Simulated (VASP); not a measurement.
# AlCu3 (P4mm) in VASP: single point with PBEsol

Aim: the single point of AlCu3 with PBEsol.

Program: VASP 6.6.1. These are calculated values, not measurements. Logs are shortened: lines on timing, memory, paths and dates and some standing lists are left out, and cuts for length are marked.

### 1 The cell of the first run

The structure is tetragonal, space group P4mm (No. 99). Conventional cell: a = 3.632 Å, b = 3.632 Å, c = 3.632 Å, α = 90.00°, β = 90.00°, γ = 90.00°. Al (site symmetry 4mm) has 12 Cu at 2.49 to 2.65 Å within 3.3 Å. Cu (site symmetry 4mm) has 8 Cu at 2.57 Å and 4 Al at 2.57 Å within 3.4 Å. Cu (site symmetry 2mm) has 4 Al at 2.49 to 2.65 Å and 8 Cu at 2.57 Å within 3.3 Å.

### 2 Single point, PBEsol (atom 1 (Al) moved +0.113 Å along Cartesian [0 0 1])

INCAR reads:

```
SYSTEM = AlCu3
PREC = Accurate
ENCUT = 520
EDIFF = 1E-7
ISMEAR = 0
SIGMA = 0.15
LREAL = .FALSE.
LASPH = .TRUE.
NELM = 60
ALGO = Fast
ISIF = 2
LWAVE = .FALSE.
LCHARG = .FALSE.
GGA = PS
NBANDS = 26
```

KPOINTS reads:

```
regular mesh
0
G
  14 14 14
  0 0 0
```

POSCAR reads:

```
AlCu3
1.0
    3.6318704096      0.0000000000      0.0000000000
    0.0000000000      3.6318704096      0.0000000000
    0.0000000000      0.0000000000      3.6318704096
Al Cu
1 3
Direct
    0.0000000000      0.0000000000      0.0309757748
    0.5000000000      0.5000000000      0.0000000000
    0.5000000000      0.0000000000      0.5000000000
    0.0000000000      0.5000000000      0.5000000000
```

Potentials or basis: VASP PAW PBE potentials, release 64 (Al, Cu).

Started as:

```bash
> cat potpaw_PBE.64/Al/POTCAR potpaw_PBE.64/Cu/POTCAR > POTCAR
> mpirun -np 1 vasp_std > vasp.out
```

OUTCAR:

```text
SYSTEM = AlCu3
   PREC = Accurate
   ENCUT = 520
   EDIFF = 1E-7
   ISMEAR = 0
   LREAL = .FALSE.
   LASPH = .TRUE.
   NELM = 60
   ISIF = 2
   GGA = PS

 ion  position               nearest neighbor table
   1  0.000  0.000  0.031-   3 2.49   4 2.49   4 2.49   3 2.49   2 2.57   2 2.57   2 2.57   2 2.57
                             3 2.65   4 2.65   3 2.65   4 2.65
   2  0.500  0.500  0.000-   3 2.57   4 2.57   3 2.57   4 2.57   3 2.57   3 2.57   4 2.57   4 2.57
                             1 2.57   1 2.57   1 2.57   1 2.57
   3  0.500  0.000  0.500-   1 2.49   1 2.49   4 2.57   2 2.57   2 2.57   4 2.57   2 2.57   2 2.57
                             4 2.57   4 2.57   1 2.65   1 2.65
   4  0.000  0.500  0.500-   1 2.49   1 2.49   3 2.57   2 2.57   2 2.57   3 2.57   2 2.57   3 2.57
                             2 2.57   3 2.57   1 2.65   1 2.65

  LATTYP: Found a simple cubic cell.
 ALAT       =     3.6318704096

  Lattice vectors:

 A1 = (   3.6318704096,   0.0000000000,   0.0000000000)
 A2 = (   0.0000000000,   3.6318704096,   0.0000000000)
 A3 = (   0.0000000000,   0.0000000000,   3.6318704096)

Analysis of symmetry for initial positions (statically):
=====================================================================
 Subroutine PRICEL returns:
 Original cell was already a primitive cell.

 Routine SETGRP: Setting up the symmetry group for a
 simple cubic supercell.

 Subroutine GETGRP returns: Found  8 space group operations
 (whereof  8 operations were pure point group operations)
 out of a pool of 48 trial point group operations.

The static configuration has the point symmetry C_4v.

Analysis of symmetry for dynamics (positions and initial velocities):
=====================================================================
 Subroutine PRICEL returns:
 Original cell was already a primitive cell.

 Routine SETGRP: Setting up the symmetry group for a
 simple cubic supercell.

 Subroutine GETGRP returns: Found  8 space group operations
 (whereof  8 operations were pure point group operations)
 out of a pool of 48 trial point group operations.

The dynamic configuration has the point symmetry C_4v.

 Subroutine INISYM returns: Found  8 space group operations
 (whereof  8 operations are pure point group operations),
 and found     1 'primitive' translations

----------------------------------------------------------------------------------------

                                     Primitive cell

  volume of cell :      47.9061

  direct lattice vectors                    reciprocal lattice vectors
     3.631870410  0.000000000  0.000000000     0.275340221  0.000000000  0.000000000
     0.000000000  3.631870410  0.000000000     0.000000000  0.275340221  0.000000000
     0.000000000  0.000000000  3.631870410     0.000000000  0.000000000  0.275340221

  length of vectors
     3.631870410  3.631870410  3.631870410     0.275340221  0.275340221  0.275340221

  position of ions in fractional coordinates (direct lattice)
     0.000000000  0.000000000  0.030975775
     0.500000000  0.500000000  0.000000000
     0.500000000  0.000000000  0.500000000
     0.000000000  0.500000000  0.500000000

  ion indices of the primitive-cell ions
   primitive index   ion index
                 1           1
                 2           2
                 3           3
                 4           4

----------------------------------------------------------------------------------------

 KPOINTS: regular mesh

Automatic generation of k-mesh.
 Grid dimensions read from file:
 generate k-points for:   14   14   14

 Generating k-lattice:

  Cartesian coordinates                     Fractional coordinates (reciprocal lattice)
     0.019667159  0.000000000  0.000000000     0.071428571  0.000000000  0.000000000
     0.000000000  0.019667159  0.000000000     0.000000000  0.071428571  0.000000000
     0.000000000  0.000000000  0.019667159     0.000000000  0.000000000  0.071428571

  Length of vectors
     0.019667159  0.019667159  0.019667159

  Shift w.r.t. Gamma in fractional coordinates (k-lattice)
     0.000000000  0.000000000  0.000000000

 Subroutine IBZKPT returns following result:
 ===========================================

 Found    288 irreducible k-points:

 Following reciprocal coordinates:
            Coordinates               Weight
  0.000000  0.000000  0.000000      1.000000
  0.071429  0.000000  0.000000      4.000000
  0.000000  0.000000  0.071429      2.000000
  0.142857  0.000000  0.000000      4.000000
  0.000000  0.000000  0.142857      2.000000
  0.214286  0.000000  0.000000      4.000000
[... 16 lines left out ...]
  0.071429  0.000000  0.214286      8.000000
  0.285714  0.071429  0.000000      8.000000
 [... further k-points ...]
   k-points           NKPTS =    288   k-points in BZ     NKDIM =    288   number of bands    NBANDS=     26
   number of dos      NEDOS =    301   number of ions     NIONS =      4
   total plane-waves  NPLWV =  21952
   dimension x,y,z NGX =    28 NGY =   28 NGZ =   28
   dimension x,y,z NGXF=    56 NGYF=   56 NGZF=   56
   ions per type =               1   3
   NGX,Y,Z   is equivalent  to a cutoff of  12.82, 12.82, 12.82 a.u.
   NGXF,Y,Z  is equivalent  to a cutoff of  25.63, 25.63, 25.63 a.u.
 SYSTEM =  AlCu3
   PREC   = accura    normal or accurate (medium, high low for compatibility)
   ISTART =      0    job   : 0-new  1-cont  2-samecut
   ICHARG =      2    charge: 1-file 2-atom 10-const
   ISPIN  =      1    spin polarized calculation?
   LNONCOLLINEAR =      F non collinear calculations
   LSORBIT =      F    spin-orbit coupling
   LASPH  =      T    aspherical Exc in radial PAW
   ENCUT  =  520.0 eV  38.22 Ry    6.18 a.u.   6.75  6.75  6.75*2*pi/ulx,y,z
   NELM   =     60;   NELMIN=  2; NELMDL= -5     # of ELM steps
   EDIFF  = 0.1E-06   stopping-criterion for ELM
   LREAL  =      F    real-space projection
   EDIFFG = 0.1E-05   stopping-criterion for IOM
   NSW    =      0    number of steps for IOM
   IBRION =     -1    ionic relax: 0-MD 1-quasi-New 2-CG
   NFREE  =      0    steps in history (QN), initial steepest desc. (CG)
   ISIF   =      2    stress and relaxation
   ISYM   =      2    0-nonsym 1-usesym 2-fastsym
   POTIM  = 0.5000    time-step for ionic-motion
   TEBEG  =    0.0;   TEEND  =   0.0 temperature during run
   PSTRESS=    0.0 pullay stress
   NELECT =      36.0000    total number of electrons
   NUPDOWN=      -1.0000    fix difference up-down
   EMIN   =  10.00;   EMAX   =-10.00  energy-range for DOS
   EFERMI =   0.00;   METHOD = LEGACY
   ISMEAR =     0;   SIGMA  =   0.15  broadening in eV -4-tet -1-fermi 0-gaus
   EFERMI_NEDOS =   21; number of points for ismear=-14 and -15
   IALGO  =     68    algorithm
   IMIX   =      4    mixing-type and parameters
     AMIX     =   0.40;   BMIX     =  1.00
     AMIX_MAG =   1.60;   BMIX_MAG =  1.00
  volume/ion in A,a.u.               =      11.98        80.82
  Fermi-wavevector in a.u.,A,eV,Ry     =   1.488374  2.812618 30.140391  2.215256
  Thomas-Fermi vector in A             =   2.601416
   LORBIT       =      0    0 simple, 1 ext, 2 COOP (PROOUT), +10 PAW based schemes
   GGA     = PS    functional components
   LHFCALC =     F    Hartree Fock is set to
   AEXX    =    0.0000 exact exchange contribution
   IVDW    =     0    specifies the selected vdW correction
   LEPSILON=     F    determine dielectric tensor
   LRPA    =     F    only Hartree local field effects (RPA)
 non-spin polarized calculation
 RMM-DIIS sequential band-by-band and
 Gauss-broadening in eV      SIGMA  =   0.15
  energy-cutoff  :      520.00
  volume of cell :       47.91
 maximum number of plane-waves:      1328
 NGX is ok and might be reduce to    28
   NGX = 13   NGY = 13   NGZ = 13

 number of electron      35.9999975 magnetization

 Free energy of the ion-electron system (eV)
  ---------------------------------------------------
  ext. energy  EPLUGINS =         0.00000000
  ---------------------------------------------------
  free energy    TOTEN  =       -17.73316171 eV

  energy without entropy =      -17.71931452  energy(sigma->0) =      -17.72623812

 E-fermi :   8.6389     XC(G=0): -12.4997

 val. band max:        8.6279490110   @ k =   0.0000   0.0714   0.0714
 cond. band min:       8.6418003043   @ k =   0.5000   0.2857   0.0714
 fundamental gap:      0.0138512932
 Fermi energy:         8.6388700338

 k-point     1 :       0.0000    0.0000    0.0000
  band No.  band energies     occupation
      1      -2.0978      2.00000
      2       3.1865      2.00000
      3       3.7372      2.00000
      4       3.7668      2.00000
      5       4.0238      2.00000
      6       4.0264      2.00000
[... 18 lines left out ...]
     25      19.2533      0.00000
     26      20.3963      0.00000

 k-point     2 :       0.0714    0.0000    0.0000
  band No.  band energies     occupation
      1      -2.0383      2.00000
      2       3.2030      2.00000
      3       3.7301      2.00000
      4       3.7799      2.00000
      5       4.0307      2.00000
      6       4.0360      2.00000
[... 18 lines left out ...]
     25      19.0165      0.00000
     26      20.0091      0.00000

 k-point     3 :       0.0000    0.0000    0.0714
  band No.  band energies     occupation
      1      -2.0383      2.00000
      2       3.2036      2.00000
      3       3.7115      2.00000
      4       3.7988      2.00000
      5       4.0350      2.00000
      6       4.0350      2.00000
[... 572 lines left out ...]
 k-point    23 :       0.0714    0.0000    0.2143
  band No.  band energies     occupation
      1      -1.5091      2.00000
      2       3.1953      2.00000
      3       3.5755      2.00000
      4       4.0223      2.00000
      5       4.0736      2.00000
      6       4.1053      2.00000
[... 18 lines left out ...]
     25      18.1733      0.00000
     26      19.1382      0.00000

 k-point    24 :       0.2857    0.0714    0.0000
  band No.  band energies     occupation
      1      -1.1045      2.00000
      2       2.8249      2.00000
      3       3.6544      2.00000
      4       4.1081      2.00000
      5       4.1465      2.00000
      6       4.2023      2.00000
[... 18 lines left out ...]
     25      18.1200      0.00000
     26      18.5706      0.00000

 [... further k-points ...]

------------------------ aborting loop because EDIFF is reached ----------------------------------------

  FORCE on cell =-STRESS in cart. coord.  units (eV):
  Direction    XX          YY          ZZ          XY          YZ          ZX
  --------------------------------------------------------------------------------------
  -------------------------------------------------------------------------------------
  Total        0.3698206      0.3698206      0.3472277      0.0000000      0.0000000     -0.0000000
  in kB       12.3683177     12.3683177     11.6127175      0.0000000      0.0000000     -0.0000000
  external PRESSURE =      12.1164509 kB  Pullay stress =       0.0000000 kB

 VOLUME and BASIS-vectors are now :
 -----------------------------------------------------------------------------
  energy-cutoff  :      520.00
  volume of cell :       47.91
      direct lattice vectors                 reciprocal lattice vectors
     3.631870410  0.000000000  0.000000000     0.275340221  0.000000000  0.000000000
     0.000000000  3.631870410  0.000000000     0.000000000  0.275340221  0.000000000
     0.000000000  0.000000000  3.631870410     0.000000000  0.000000000  0.275340221

 POSITION                                       TOTAL-FORCE (eV/Angst)
 -----------------------------------------------------------------------------------
      0.00000      0.00000      0.11250        -0.000000      0.000000     -0.832221
      1.81594      1.81594      0.00000        -0.000000     -0.000000      0.032560
      1.81594      0.00000      1.81594         0.000000      0.000000      0.399831
      0.00000      1.81594      1.81594        -0.000000     -0.000000      0.399831
 -----------------------------------------------------------------------------------
    total drift:                                0.000000      0.000000      0.000231

  FREE ENERGIE OF THE ION-ELECTRON SYSTEM (eV)
  ---------------------------------------------------
  free  energy   TOTEN  =       -17.7331617139 eV

  energy  without entropy=      -17.7193145162  energy(sigma->0) =      -17.72623812
```

Wall time 6.3 min (1 thread of Intel Xeon Platinum 8259CL at 2.50GHz (Skylake/Cascade Lake), shared host); peak memory 0.38 GiB.

Results:

- Free energy: -17.7332 eV
- Pressure: 1.2 GPa
- Largest force: 0.832 eV/Å
- Band gap on the k mesh: zero (band 18 reaches 12.43 eV, above the bottom of band 19 at 6.79 eV)

Forces in eV/Å, atoms in the order of the input:
```
Al   0.000  0.000 -0.832
Cu   0.000  0.000  0.033
Cu   0.000  0.000  0.400
Cu   0.000  0.000  0.400
```

Stress tensor (GPa, compression positive):
```
1.24 0.00 0.00
0.00 1.24 0.00
0.00 0.00 1.16
```

Caveat: the cell differs from its parent crystal (atom 1 (Al) moved +0.113 Å along Cartesian [0 0 1]); the PAW data sets were made with another functional, which shifts forces and pressure a little.
